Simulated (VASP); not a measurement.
Write the native input for VASP 6.6.1 that does the following.

```yaml
Task: single point
Functional: LDA
Potentials_or_basis: VASP PAW LDA potentials, release 64 (Ba_sv, O)
Cutoff: 600 eV
k_mesh: 8 × 8 × 8
Occupations: gaussian, width 0.02 eV
Spin: no spin polarisation
Dipole_correction: no
Further_INCAR_settings: ALGO = Normal; EDIFF = 1e-06; NBANDS = 15
```

The structure of BaO (lda) lies in POSCAR:

```
BaO
1.0
    0.0000000000      2.7170902327      2.7170902327
    2.7170902327      0.0000000000      2.7170902327
    2.7170902327      2.7170902327      0.0000000000
Ba O
1 1
Direct
    0.0000000000      0.0000000000      0.0000000000
    0.5000000000      0.5000000000      0.5000000000
```

These files were run (other wordings do the same):

INCAR

```
  ALGO = Normal
  EDIFF = 1E-6
  ENCUT = 600
  GGA = CA
  GGA_COMPAT = False
  ISIF = 2
  ISMEAR = 0
  LASPH = True
  LCHARG = False
  LREAL = False
  LWAVE = False
  NBANDS = 15
  NELM = 120
  PREC = Accurate
  SIGMA = 0.02
```

KPOINTS

```
k-points
0
Gamma
  8 8 8
```

Potentials or basis: VASP PAW LDA potentials, release 64 (Ba_sv, O).

Command:

```sh
$ cat potpaw_LDA.64/Ba_sv/POTCAR potpaw_LDA.64/O/POTCAR > POTCAR
$ mpirun -np 1 vasp_std > vasp.out
```

Results of the run:

```yaml
Pressure: 2.2 GPa
Band_gap_on_the_k_mesh: 1.60 eV, direct
```

Caveat: spin-orbit coupling is left out, which moves the levels of the heavy elements.

It took 26 s on 1 thread of Intel Xeon 8259CL, on a shared host, peak memory 0.16 GiB.
